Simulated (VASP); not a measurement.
# Sn2GeP2 (I-4m2) in VASP: further runs

Sn2GeP2 is run at these levels: PBE; tasks: single point, relaxation of cell and atoms.

All numbers are computed with VASP 6.6.1; they aren't measurements. Logs are shortened: lines on timing, memory, paths and dates and some standing lists are left out, and cuts for length are marked.

## 1. The cell of the first run

It takes space group I-4m2 (No. 119, tetragonal). The conventional cell has a = 5.779 Å, b = 5.779 Å, c = 7.937 Å, α = 90.00°, β = 90.00°, γ = 90.00°. Within 3.4 Å of Sn (site symmetry 2mm) lie 1 Sn at 2.49 Å and 4 P at 2.91 to 3.40 Å and 2 Ge at 2.98 Å. Within 3.8 Å of Ge (site symmetry -4m2) lie 2 P at 2.92 Å and 4 Sn at 2.98 Å. Within 3.0 Å of P (site symmetry 2mm) lie 1 P at 2.10 Å and 2 Sn at 2.91 Å and 1 Ge at 2.92 Å.

The cell was built from a structure type or drawn by symmetry, and may not be a known phase.

## 2. Single point, PBE

File INCAR:

```
SYSTEM = Sn2GeP2
ALGO = Normal
EDIFF = 1E-6
ENCUT = 520
GGA = PE
ISIF = 2
ISMEAR = 0
LASPH = .TRUE.
LCHARG = .TRUE.
LELF = .TRUE.
LREAL = .FALSE.
LVHAR = .TRUE.
LWAVE = .FALSE.
NBANDS = 34
NELM = 100
PREC = Accurate
SIGMA = 0.1
```

File KPOINTS:

```
k-points
0
G
  4 4 4
  0 0 0
```

File POSCAR:

```
Sn2GeP2
1.0
   -2.8892614900      2.8892614900      3.9685426100
    2.8892614900     -2.8892614900      3.9685426100
    2.8892614900      2.8892614900     -3.9685426100
Sn Ge P
2 1 2
Direct
    0.8431557400      0.8431557400      0.0000000000
    0.1568442600      0.1568442600      0.0000000000
    0.7500000000      0.2500000000      0.5000000000
    0.1177999700      0.6177999700      0.5000000000
    0.3822000300      0.8822000300      0.5000000000
```

Potentials or basis: VASP PAW PBE potentials, release 64 (Sn_d, Ge_d, P).

On the command line:

```sh
> cat potpaw_PBE.64/Sn_d/POTCAR potpaw_PBE.64/Ge_d/POTCAR potpaw_PBE.64/P/POTCAR > POTCAR
> mpirun -np 1 vasp_std > vasp.out
```

OUTCAR:

```text
SYSTEM = Sn2GeP2
   EDIFF = 1E-6
   ENCUT = 520
   GGA = PE
   ISIF = 2
   ISMEAR = 0
   LASPH = .TRUE.
   LREAL = .FALSE.
   NELM = 100
   PREC = Accurate

 ion  position               nearest neighbor table
   1  0.843  0.843  0.000-   2 2.49   5 2.91   5 2.91   3 2.98   3 2.98
   2  0.157  0.157  0.000-   1 2.49   4 2.91   4 2.91   3 2.98   3 2.98
   3  0.750  0.250  0.500-   4 2.92   5 2.92   1 2.98   2 2.98   1 2.98   2 2.98
   4  0.118  0.618  0.500-   5 2.10   2 2.91   2 2.91   3 2.92
   5  0.382  0.882  0.500-   4 2.10   1 2.91   1 2.91   3 2.92

  LATTYP: Found a body centered tetragonal cell.
 ALAT       =     5.7785229800
 C/A-ratio  =     1.3735491314

  Lattice vectors:

 A1 = (  -2.8892614900,   2.8892614900,   3.9685426100)
 A2 = (   2.8892614900,  -2.8892614900,   3.9685426100)
 A3 = (   2.8892614900,   2.8892614900,  -3.9685426100)

Analysis of symmetry for initial positions (statically):
=====================================================================
 Subroutine PRICEL returns:
 Original cell was already a primitive cell.

 Routine SETGRP: Setting up the symmetry group for a
 body centered tetragonal supercell.

 Subroutine GETGRP returns: Found  8 space group operations
 (whereof  8 operations were pure point group operations)
 out of a pool of 16 trial point group operations.

The static configuration has the point symmetry D_2d.

Analysis of symmetry for dynamics (positions and initial velocities):
=====================================================================
 Subroutine PRICEL returns:
 Original cell was already a primitive cell.

 Routine SETGRP: Setting up the symmetry group for a
 body centered tetragonal supercell.

 Subroutine GETGRP returns: Found  8 space group operations
 (whereof  8 operations were pure point group operations)
 out of a pool of 16 trial point group operations.

The dynamic configuration has the point symmetry D_2d.

 Subroutine INISYM returns: Found  8 space group operations
 (whereof  8 operations are pure point group operations),
 and found     1 'primitive' translations

----------------------------------------------------------------------------------------

                                     Primitive cell

  volume of cell :     132.5149

  direct lattice vectors                    reciprocal lattice vectors
    -2.889261490  2.889261490  3.968542610     0.000000000  0.173054603  0.125990836
[... 80 lines left out ...]
   EDIFF  = 0.1E-05   stopping-criterion for ELM
   LREAL  =      F    real-space projection
   EDIFFG = 0.1E-04   stopping-criterion for IOM
   NSW    =      0    number of steps for IOM
   IBRION =     -1    ionic relax: 0-MD 1-quasi-New 2-CG
   NFREE  =      0    steps in history (QN), initial steepest desc. (CG)
   ISIF   =      2    stress and relaxation
   ISYM   =      2    0-nonsym 1-usesym 2-fastsym
   POTIM  = 0.5000    time-step for ionic-motion
   TEBEG  =    0.0;   TEEND  =   0.0 temperature during run
   PSTRESS=    0.0 pullay stress
   NELECT =      52.0000    total number of electrons
   NUPDOWN=      -1.0000    fix difference up-down
   EMIN   =  10.00;   EMAX   =-10.00  energy-range for DOS
   EFERMI =   0.00;   METHOD = LEGACY
   ISMEAR =     0;   SIGMA  =   0.10  broadening in eV -4-tet -1-fermi 0-gaus
   EFERMI_NEDOS =   21; number of points for ismear=-14 and -15
   IALGO  =     38    algorithm
   IMIX   =      4    mixing-type and parameters
     AMIX     =   0.40;   BMIX     =  1.00
     AMIX_MAG =   1.60;   BMIX_MAG =  1.00
  volume/ion in A,a.u.               =      26.50       178.85
  Fermi-wavevector in a.u.,A,eV,Ry     =   1.198545  2.264922 19.544909  1.436510
  Thomas-Fermi vector in A             =   2.334431
   LORBIT       =      0    0 simple, 1 ext, 2 COOP (PROOUT), +10 PAW based schemes
   GGA     = PE    functional components
   LHFCALC =     F    Hartree Fock is set to
   AEXX    =    0.0000 exact exchange contribution
   IVDW    =     0    specifies the selected vdW correction
   LEPSILON=     F    determine dielectric tensor
   LRPA    =     F    only Hartree local field effects (RPA)
 non-spin polarized calculation
 Gauss-broadening in eV      SIGMA  =   0.10
  energy-cutoff  :      520.00
  volume of cell :      132.51
 maximum number of plane-waves:      3592
   NGX = 21   NGY = 21   NGZ = 21

 number of electron      51.9999985 magnetization

 Free energy of the ion-electron system (eV)
  ---------------------------------------------------
  ext. energy  EPLUGINS =         0.00000000
  ---------------------------------------------------
  free energy    TOTEN  =       -19.88739656 eV

  energy without entropy =      -19.86552597  energy(sigma->0) =      -19.87646127

 E-fermi :   5.2532     XC(G=0):  -9.3906

 val. band max:        5.1393895321   @ k =   0.0000   0.0000   0.0000
 cond. band min:       5.2836365505   @ k =  -0.2500  -0.2500   0.2500
 fundamental gap:      0.1442470183
 Fermi energy:         5.2532339931

 k-point     1 :       0.0000    0.0000    0.0000
  band No.  band energies     occupation
      1     -19.6014      2.00000
      2     -19.5696      2.00000
      3     -19.5696      2.00000
      4     -19.4979      2.00000
      5     -19.4883      2.00000
      6     -16.8712      2.00000
[... 470 lines left out ...]
     33      11.1609      0.00000
     34      11.2903      0.00000

------------------------ aborting loop because EDIFF is reached ----------------------------------------

  FORCE on cell =-STRESS in cart. coord.  units (eV):
  Direction    XX          YY          ZZ          XY          YZ          ZX
  --------------------------------------------------------------------------------------
  -------------------------------------------------------------------------------------
  Total       -2.1158182     -2.1158182      8.3839797      0.0000000      0.0000000      0.0000000
  in kB      -25.5813937    -25.5813937    101.3668757      0.0000000      0.0000000      0.0000000
  external PRESSURE =      16.7346961 kB  Pullay stress =       0.0000000 kB

 VOLUME and BASIS-vectors are now :
 -----------------------------------------------------------------------------
  energy-cutoff  :      520.00
  volume of cell :      132.51
      direct lattice vectors                 reciprocal lattice vectors
    -2.889261490  2.889261490  3.968542610     0.000000000  0.173054603  0.125990836
     2.889261490 -2.889261490  3.968542610     0.173054603  0.000000000  0.125990836
     2.889261490  2.889261490 -3.968542610     0.173054603  0.173054603  0.000000000

 POSITION                                       TOTAL-FORCE (eV/Angst)
 -----------------------------------------------------------------------------------
      0.00000      0.00000      6.69220        -0.000000     -0.000000     -4.544232
      0.00000      0.00000      1.24489        -0.000000      0.000000      4.544232
     -0.00000      2.88926      1.98427        -0.000000      0.000000      0.000000
      2.88926      0.00000      0.93499         0.000000     -0.000000     -0.442350
      2.88926      0.00000      3.03355         0.000000     -0.000000      0.442350
 -----------------------------------------------------------------------------------
    total drift:                               -0.000000      0.000000      0.000000

  FREE ENERGIE OF THE ION-ELECTRON SYSTEM (eV)
  ---------------------------------------------------
  free  energy   TOTEN  =       -19.8873965605 eV

  energy  without entropy=      -19.8655259723  energy(sigma->0) =      -19.87646127
```

OSZICAR:

```text
N       E                     dE             d eps       ncg     rms          rms(c)
DAV:   1     0.485529845862E+03    0.48553E+03   -0.25454E+04  1002   0.254E+03
DAV:   2     0.654084727447E+02   -0.42012E+03   -0.40870E+03   884   0.672E+02
DAV:   3    -0.153470307613E+02   -0.80756E+02   -0.79644E+02  1058   0.199E+02
DAV:   4    -0.200989427588E+02   -0.47519E+01   -0.47303E+01   998   0.549E+01
DAV:   5    -0.202251302545E+02   -0.12619E+00   -0.12612E+00  1174   0.933E+00    0.648E+00
DAV:   6    -0.199080064222E+02    0.31712E+00   -0.10055E+00  1150   0.518E+00    0.379E+00
DAV:   7    -0.198896109635E+02    0.18395E-01   -0.27316E-01  1102   0.210E+00    0.192E+00
DAV:   8    -0.198878370393E+02    0.17739E-02   -0.37477E-02  1288   0.901E-01    0.345E-01
DAV:   9    -0.198872748935E+02    0.56215E-03   -0.55019E-03  1078   0.434E-01    0.158E-01
DAV:  10    -0.198873754081E+02   -0.10051E-03   -0.14256E-03  1116   0.203E-01    0.486E-02
DAV:  11    -0.198873834384E+02   -0.80303E-05   -0.20549E-04  1006   0.884E-02    0.230E-02
DAV:  12    -0.198873937185E+02   -0.10280E-04   -0.18572E-05  1042   0.222E-02    0.881E-03
DAV:  13    -0.198873968654E+02   -0.31469E-05   -0.36530E-06   772   0.103E-02    0.342E-03
DAV:  14    -0.198873965605E+02    0.30487E-06   -0.64563E-07   594   0.593E-03
   1 F= -.19887397E+02 E0= -.19876461E+02  d E =-.218706E-01
```

It took 31 s on 1 thread of Intel Xeon 6975P-C (Granite Rapids), shared host; peak memory 0.28 GiB.

What came out:

- Free energy: -19.8874 eV
- Pressure: 1.7 GPa
- Largest force: 4.544 eV/Å
- Band gap on the k mesh: zero (bands 26 and 27 overlap by 1.10 eV)

Forces on the atoms (eV/Å):
```
Sn   0.000  0.000 -4.544
Sn   0.000  0.000  4.544
Ge   0.000  0.000  0.000
P    0.000  0.000 -0.442
P    0.000  0.000  0.442
```

Caveat: spin-orbit coupling is left out, which moves the levels of the heavy elements; forces of over 1 eV/Å act on the atoms, so gaps and moduli don't describe the material at rest.

## 3. Relaxation of cell and atoms, PBE

File INCAR:

```
SYSTEM = Sn2GeP2
ALGO = Normal
EDIFF = 1E-6
EDIFFG = -0.04
ENCUT = 600
GGA = PE
IBRION = 2
ISIF = 3
ISMEAR = 0
LASPH = .TRUE.
LCHARG = .FALSE.
LREAL = .FALSE.
LWAVE = .FALSE.
NELM = 80
NSW = 90
PREC = Accurate
SIGMA = 0.1
```

KPOINTS is that of step 2.

POSCAR is that of step 2.

Potentials or basis: VASP PAW PBE potentials, release 64 (Sn_d, Ge_d, P).

On the command line:

```sh
> cat potpaw_PBE.64/Sn_d/POTCAR potpaw_PBE.64/Ge_d/POTCAR potpaw_PBE.64/P/POTCAR > POTCAR
> mpirun -np 1 vasp_std > vasp.out
```

It took 10 min on 1 thread of Intel Xeon 6975P-C (Granite Rapids), shared host; peak memory 0.37 GiB.

The run converged. Its results:

```
Free energy                           : -21.3678 eV
Relaxed volume                        : 23.21 Å³/atom
Relaxed cell                          : a = 5.406 Å, b = 5.406 Å, c = 5.406 Å, α = 117.13°, β = 117.13°, γ = 95.05°
Space group after relaxing (to 0.1 Å) : I4/mmm (No. 139)
Energy gained by relaxing             : 296.0 meV/atom
Ionic steps                           : 30
Pressure after relaxing               : 0.1 GPa
Largest force after relaxing          : 0.037 eV/Å
Band gap on the k mesh                : zero (bands 26 and 27 overlap by 2.34 eV)
```

Forces in eV/Å, atoms in the order of the input:
```
Sn   0.000  0.000 -0.037
Sn   0.000  0.000  0.037
Ge   0.000  0.000  0.000
P    0.000  0.000  0.023
P    0.000  0.000 -0.023
```

Stress tensor (GPa, compression positive):
```
 0.11  0.00  0.00
 0.00  0.11  0.00
 0.00  0.00 -0.01
```

The path:
| step | energy change (eV) | largest force (eV/Å) | pressure (GPa) | volume (Å³) |
| --- | --- | --- | --- | --- |
| 1 | 0.0000 | 4.5442 | 1.71 | 132.51 |
| 2 | -0.7717 | 0.6934 | -4.69 | 137.55 |
| 3 | -0.7977 | 0.5185 | -3.81 | 136.23 |
| 4 | -0.9902 | 0.6352 | -0.20 | 125.09 |
| 5 | -0.9912 | 0.7341 | 0.06 | 124.34 |
| 6 | -1.0450 | 0.5089 | 0.19 | 121.80 |
| 7 | -1.0924 | 0.2600 | 0.85 | 117.21 |
| 8 | -1.1627 | 0.2450 | -0.46 | 118.34 |
| 9 | -1.2441 | 0.2622 | -2.07 | 120.38 |
| 10 | -1.2412 | 0.7868 | -3.08 | 123.96 |
| 11 | -1.2765 | 0.3824 | -2.50 | 121.44 |
| 12 | -1.2866 | 0.6111 | -3.09 | 123.21 |
| 13 | -1.2921 | 0.4434 | -2.82 | 122.15 |
| 14 | -1.3200 | 0.4740 | -2.57 | 121.57 |
| 15 | -1.3447 | 0.5671 | -2.00 | 120.55 |
| 16 | -1.3453 | 0.5901 | -1.88 | 120.36 |
| 17 | -1.3640 | 0.5487 | -1.52 | 119.45 |
| 18 | -1.4028 | 0.3949 | -0.32 | 116.74 |
| 19 | -1.3878 | 0.3033 | 2.69 | 111.44 |
| 20 | -1.4126 | 0.3257 | 0.70 | 114.72 |
| 21 | -1.4215 | 0.2996 | 0.59 | 115.04 |
| 22 | -1.4401 | 0.2325 | 0.16 | 116.01 |
| 23 | -1.4431 | 0.2380 | -0.41 | 117.96 |
| 24 | -1.4472 | 0.1648 | -0.25 | 117.15 |
| 25 | -1.4550 | 0.1708 | -0.04 | 116.97 |
| 26 | -1.4577 | 0.2189 | 0.14 | 116.77 |
| 27 | -1.4662 | 0.1450 | -0.06 | 117.01 |
| 28 | -1.4750 | 0.0603 | -0.49 | 117.51 |
| 29 | -1.4797 | 0.0318 | 0.20 | 115.78 |
| 30 | -1.4799 | 0.0374 | 0.07 | 116.06 |

Final structure:
```
Sn Ge P
1.0
    -2.81938    2.81938    3.65028
     2.81938   -2.81938    3.65028
     2.81938    2.81938   -3.65028
Sn Ge P
2 1 2
Cartesian
  0.0000 0.0000 5.5040
  0.0000 0.0000 1.7966
  0.0000 2.8194 1.8251
  2.8194 0.0000 0.6782
  2.8194 0.0000 2.9721
```

Levels at points of the mesh, in eV from the Fermi level:
```tsv
k point	band 23	band 24	band 25	band 26	band 27	band 28	band 29	band 30
(0.00, 0.00, 0.00)	-2.73	-2.73	-1.51	-1.47	-1.47	-1.29	-1.15	3.02
(0.50, 0.00, 0.00)	-3.47	-1.10	-0.75	0.37	0.46	0.81	2.61	2.81
(0.50, 0.50, 0.00)	-1.62	-0.33	-0.32	0.17	0.66	1.28	1.87	2.57
(0.50, 0.50, 0.50)	-1.12	-1.12	-0.71	-0.48	0.06	0.16	0.16	4.36
```

Caveat: spin-orbit coupling is left out, which moves the levels of the heavy elements.
